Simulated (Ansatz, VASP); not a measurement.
# Sb: VASP beside Ansatz

```
Sb
1.0
     3.33385    0.00000    0.00000
     0.00000    3.33385    0.00000
     0.00000    0.00000   25.42950
Sb
5
Direct
  0.00000 0.00000 0.32383
  0.50000 0.50000 0.40575
  0.00000 0.00000 0.50000
  0.50000 0.50000 0.59425
  0.00000 0.00000 0.67617
```

Alike in both runs: functional PBEsol; k mesh 11 × 11 × 1; occupations fermi-dirac, width 0.1 eV; no spin polarisation.

Ansatz relaxed the structure, and its values are those at the end. VASP's run is a single point on that final structure, the one shown.

|  | VASP | Ansatz |
| --- | --- | --- |
| version | VASP 6.6.1 | Ansatz 0.2.0 |
| potentials or method | VASP PAW PBE potentials, release 64 (Sb), cutoff 520 eV | all-electron LAPW, scalar-relativistic |

|  | VASP | Ansatz | Ansatz less VASP |
| --- | --- | --- | --- |
| rms of the force components (eV/Å) | 0.006 | 0.001 | -0.0053 |

VASP's potentials were made for PBE, not for PBEsol. Ansatz ran all-electron here, and VASP with PAW potentials.

Neither program's run includes spin-orbit coupling.
